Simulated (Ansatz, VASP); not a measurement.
## Sb: VASP beside Ansatz

The input INCAR:

```
SYSTEM = Sb
PREC = Accurate ; ENCUT = 500
EDIFF = 1E-6 ; ISMEAR = -1
SIGMA = 0.05 ; LREAL = .FALSE.
LASPH = .TRUE. ; NELM = 120
ALGO = Normal ; ISIF = 2
LWAVE = .FALSE. ; LCHARG = .FALSE.
GGA = PS ; NBANDS = 8
GGA_COMPAT = .FALSE.
```

KPOINTS

```
regular mesh
0
G
  10 10 10
  0 0 0
```

The input POSCAR:

```
Sb
1.0
   -1.8339140686      1.8339140686      1.8713408863
    1.8339140686     -1.8339140686      1.8713408863
    1.8339140686      1.8339140686     -1.8713408863
Sb
1
Direct
    0.0000000000      0.0000000000      0.0000000000
```

The input input.yaml:

```yaml
crystal:
  lattice:
    - [-1.8339140686, 1.8339140686, 1.8713408863]
    - [1.8339140686, -1.8339140686, 1.8713408863]
    - [1.8339140686, 1.8339140686, -1.8713408863]
  atoms:
    - { symbol: Sb, position: [0.0, 0.0, 0.0] }
kpoints:
  mp_grid: { grid: [10, 10, 10] }
  band_path:
    path:
      - [0.0, 0.0, 0.0]
      - [0.0, 0.0, 0.5]
      - [-0.4802, 0.4802, 0.5]
      - [-0.4901, 0.4901, 0.4901]
      - [0.0, 0.0, 0.0]
      - [0.5, 0.5, -0.5]
      - [0.4901, 0.5099, -0.4901]
      - [0.0, 0.5, 0.0]
    npoints: 12
scf:
  occupations: { method: fermi_dirac, width: 0.05 }
hamiltonian:
  xc: pbesol
  pseudopotentials: { kind: all_electron, lapw: { basis_error: 0.001 } }
output:
  forces: true
  stress: true
  eigenvalues: true
```

Change from the starting cell: strain_xy = -0.02.

Alike in both runs: functional PBEsol; k mesh 10 × 10 × 10; occupations fermi-dirac, width 0.05 eV; no spin polarisation.

|  | VASP | Ansatz |
| --- | --- | --- |
| version | VASP 6.6.1 | Ansatz 0.2.0 |
| potentials or method | VASP PAW PBE potentials, release 64 (Sb), cutoff 500 eV | all-electron LAPW, scalar-relativistic |
| task | single point | band structure |

|  | VASP | Ansatz | Ansatz less VASP |
| --- | --- | --- | --- |
| gap on the k mesh at the Fermi level (eV) | none | none | - |
| pressure (GPa) | 3.0 | 3.0 | -0.02 |
| traceless stress, the component that is largest in VASP (GPa) | 0.80 | 0.80 | -0.003 |

VASP's potentials were made for PBE, not for PBEsol. A gap of «none» marks a metal or a gap that the smearing closes. Ansatz ran all-electron here, and VASP with PAW potentials.

Spin-orbit coupling is off throughout.
